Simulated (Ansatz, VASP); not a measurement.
**CsSnI3 in VASP and in Ansatz**

The input POSCAR:

```
CsSnI3
1.0
    6.2414907048      0.0000000000      0.0000000000
    0.0000000000      6.2414907048      0.0000000000
    0.0000000000      0.0000000000      6.3663205189
Cs Sn I
1 1 3
Direct
    0.0000000000      0.0000000000      0.0000000000
    0.5000000000      0.5000000000      0.5000000000
    0.5000000000      0.5000000000      0.0000000000
    0.5000000000      0.0000000000      0.5000000000
    0.0000000000      0.5000000000      0.5000000000
```

INCAR.step1

```
SYSTEM = CsSnI3
PREC     = Accurate       ! precision mode
ENCUT    = 520            ! plane-wave cutoff, eV
EDIFF    = 1E-5           ! SCF threshold, eV
ISMEAR   = 0              ! smearing method
SIGMA    = 0.01           ! smearing width, eV
LREAL    = .False.        ! projectors in reciprocal space
LASPH    = .True.         ! aspherical terms in the spheres
NELM     = 60             ! most SCF steps
ALGO     = Normal         ! electronic algorithm
ISIF     = 2              ! what is computed and relaxed
LWAVE    = .True.         ! write WAVECAR
LCHARG   = .False.        ! write CHGCAR
GGA      = PE             ! functional
NBANDS   = 30             ! bands
```

File INCAR.step2:

```
SYSTEM = CsSnI3
PREC     = Accurate       ! precision mode
ENCUT    = 520            ! plane-wave cutoff, eV
EDIFF    = 1E-6           ! SCF threshold, eV
ISMEAR   = 0              ! smearing method
SIGMA    = 0.01           ! smearing width, eV
LREAL    = .False.        ! projectors in reciprocal space
LASPH    = .True.         ! aspherical terms in the spheres
NELM     = 60             ! most SCF steps
ALGO     = Normal         ! electronic algorithm
ISIF     = 2              ! what is computed and relaxed
LWAVE    = .False.        ! write WAVECAR
LCHARG   = .False.        ! write CHGCAR
GGA      = PE             ! functional
LHFCALC  = .True.         ! exact exchange
HFSCREEN = 0.2079         ! screening, 1/A
PRECFOCK = Fast         
ISTART   = 1            
NBANDS   = 30             ! bands
```

KPOINTS

```
Automatic mesh
0
Gamma
  2 2 2
  0 0 0
```

Input for Ansatz:

```yaml
crystal:
  lattice:
    - [6.2414907048, 0.0, 0.0]
    - [0.0, 6.2414907048, 0.0]
    - [0.0, 0.0, 6.3663205189]
  atoms:
    - { symbol: Cs, position: [0.0, 0.0, 0.0] }
    - { symbol: Sn, position: [0.5, 0.5, 0.5] }
    - { symbol: I, position: [0.5, 0.5, 0.0] }
    - { symbol: I, position: [0.5, 0.0, 0.5] }
    - { symbol: I, position: [0.0, 0.5, 0.5] }
kpoints:
  mp_grid: { grid: [2, 2, 2] }
  band_path:
    path: [[0.0, 0.0, 0.0], [0.0, 0.5, 0.0], [0.5, 0.5, 0.0], [0.5, 0.5, 0.5]]
    npoints: 1
hamiltonian:
  xc: hse06
scf:
  occupations: { method: fixed }
  n_extra_bands: 5
output:
  forces: true
  stress: true
  eigenvalues: true
```

Change from the starting cell: uniaxial_z strain +2.0%.

Alike in both runs: task single point; functional HSE06; k mesh 2 × 2 × 2; no spin polarisation.

|  | VASP | Ansatz |
| --- | --- | --- |
| version | VASP 6.6.1 | Ansatz 0.2.0 |
| potentials or method | VASP PAW PBE potentials, release 64 (Cs_sv, Sn_d, I) | plane waves, PAW |
| plane-wave cutoff (eV) | 520 | 420 |
| occupations | gaussian, width 0.01 eV | fixed |
| valence electrons in the cell | 44 | 74 |

|  | VASP | Ansatz | Ansatz less VASP |
| --- | --- | --- | --- |
| gap on the k mesh at the Fermi level (eV) | 0.85 | 0.85 | -0.002 |
| pressure (GPa) | 1.0 | 1.0 | +0.04 |
| traceless stress, the component that is largest in VASP (GPa) | -0.50 | -0.50 | -0.003 |

VASP's potentials hold 44 valence electrons a cell and Ansatz's 74, so a difference there can come from the potentials and not from the codes. Ansatz's warnings: stress exchange threshold loose, stress scf threshold loose.

The k mesh is coarse, so the values compare programs but aren't converged. Spin-orbit coupling is off throughout.
